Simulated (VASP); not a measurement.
# Cl: single point with PBEsol

Cl:

```
Cl
1.0
    -1.68993    1.68993    1.68993
     1.68993   -1.68993    1.68993
     1.68993    1.68993   -1.68993
Cl
1
Cartesian
  0.0000 0.0000 0.0000
```

| Item | Value |
| --- | --- |
| Program | VASP 6.6.1 |
| Task | single point |
| Functional | PBEsol |
| Potentials or basis | VASP PAW PBE potentials, release 64 (Cl) |
| Cutoff | 520 eV |
| k mesh | 15 × 15 × 15 |
| Occupations | fermi-dirac, width 0.08 eV |
| Spin | no spin polarisation |

| Item | Value |
| --- | --- |
| Pressure | -0.1 GPa |

Levels at points of the mesh, in eV from the Fermi level:
| k point | band 1 | band 2 | band 3 | band 4 | band 5 | band 6 | band 7 | band 8 | band 9 |
| --- | --- | --- | --- | --- | --- | --- | --- | --- | --- |
| (0.00, 0.00, 0.00) | -16.11 | 0.81 | 0.81 | 0.81 | 10.21 | 14.05 | 14.05 | 14.05 | 17.13 |

It took 28 s on 1 thread of AMD EPYC 7R13, on a shared host, peak memory 0.11 GiB.

Caveat: the PAW data sets were made with another functional, which shifts forces and pressure a little; an odd number of electrons without spin polarisation forces a metal; a magnetic or distorted state may lie lower.
